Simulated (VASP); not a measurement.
A run of VASP 6.6.1 is set up as follows.

File INCAR:

```
ALGO = Normal
EDIFF = 1E-6
ENCUT = 520
GGA = PE
ISIF = 2
ISMEAR = 0
LASPH = T
LCHARG = F
LREAL = F
LWAVE = F
NBANDS = 31
NELM = 80
PREC = Accurate
SIGMA = 0.1
```

The input KPOINTS:

```
k-points
0
Gamma
  6 6 4
```

POSCAR

```
ZnAg2S2
1.0
    4.3423632994      0.0000000000      0.0000000000
   -2.1711816497      3.7605969298      0.0000000000
    0.0000000000      0.0000000000      5.9544817250
Zn Ag S
1 2 2
Direct
    0.6666666667      0.3333333333      0.0000000000
    0.6666666667      0.3333333333      0.5000000000
    0.0000000000      0.0000000000      0.0000000000
    0.3333333333      0.6666666667      0.7423817428
    0.3333333333      0.6666666667      0.2576182572
```

Potentials or basis: VASP PAW PBE potentials, release 64 (Zn, Ag, S).

Command:

```sh
$ cat potpaw_PBE.64/Zn/POTCAR potpaw_PBE.64/Ag/POTCAR potpaw_PBE.64/S/POTCAR > POTCAR
$ mpirun -np 1 vasp_std > vasp.out
```

Problem. Estimate the band gap on the k mesh.

Solution. Zero (band 23 reaches 5.53 eV, above the bottom of band 24 at 4.37 eV).

Problem. Predict the pressure.

Solution. 0.0 GPa.

Problem. Estimate the largest force.

Solution. 0.036 eV/Å.

Forces on the atoms (eV/Å):
```
Zn   0.000  0.000  0.000
Ag   0.000  0.000  0.000
Ag   0.000  0.000  0.000
S    0.000  0.000 -0.036
S    0.000  0.000  0.036
```
